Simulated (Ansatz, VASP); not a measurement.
**ZrC in VASP and in Ansatz**

Contents of INCAR:

```
SYSTEM = ZrC
PREC = Accurate
ENCUT = 520
EDIFF = 1E-6
ISMEAR = 0
SIGMA = 0.15
LREAL = .FALSE.
LASPH = .TRUE.
NELM = 80
ALGO = Normal
ISIF = 2
LWAVE = .FALSE.
LCHARG = .FALSE.
GGA = PS
NBANDS = 15
```

File KPOINTS:

```
Automatic mesh
0
G
  18 18 18
  0 0 0
```

File POSCAR:

```
ZrC
1.0
    0.0000000000      2.3502100000      2.3502100000
    2.3502100000      0.0000000000      2.3502100000
    2.3502100000      2.3502100000      0.0000000000
Zr C
1 1
Direct
    0.5902608849      0.4097391151      0.5000000000
    0.0000000000      0.0000000000      0.0000000000
```

Input for Ansatz:

```yaml
crystal:
  lattice:
    - [0.0, 2.35021, 2.35021]
    - [2.35021, 0.0, 2.35021]
    - [2.35021, 2.35021, 0.0]
  atoms:
    - { symbol: Zr, position: [0.5902608849, 0.4097391151, 0.5] }
    - { symbol: C, position: [0.0, 0.0, 0.0] }
basis:
  ecutwfc: 420
kpoints:
  mp_grid: { grid: [18, 18, 18] }
hamiltonian:
  xc: pbesol
scf:
  occupations: { method: gaussian, width: 0.15 }
output:
  forces: true
  stress: true
  eigenvalues: true
```

Change from the starting cell: all Zr atoms moved -0.300 Å, as atom 1 along Cartesian [1 -1 0].

Alike in both runs: task single point; functional PBEsol; k mesh 18 × 18 × 18; occupations gaussian, width 0.15 eV; no spin polarisation.

|  | VASP | Ansatz |
| --- | --- | --- |
| version | VASP 6.6.1 | Ansatz 0.2.0 |
| potentials or method | VASP PAW PBE potentials, release 64 (Zr_sv, C), cutoff 520 eV | scalar-relativistic, plane waves, PAW |
| valence electrons in the cell | 16 | 16 |

Ansatz gave:

| Quantity | Value |
| --- | --- |
| gap on the k mesh at the Fermi level (eV) | 0.17 |
| least direct gap on the mesh (eV) | 0.38 |
| pressure (GPa) | 2.5 |
| traceless stress, the component that is largest in VASP (GPa) | -8.36 |
| rms of the force components (eV/Å) | 1.229 |

Task: What did VASP give for the same quantities?

Result: gap on the k mesh at the Fermi level (eV): 0.17; least direct gap on the mesh (eV): 0.38; pressure (GPa): 2.8; traceless stress, the component that is largest in VASP (GPa): -8.42; rms of the force components (eV/Å): 1.239.

VASP's potentials were made for PBE, not for PBEsol. Atom by atom the forces differ by 0.010 eV/Å (rms over components). With one functional, cell and mesh, what is left measures potentials, basis and numerics.
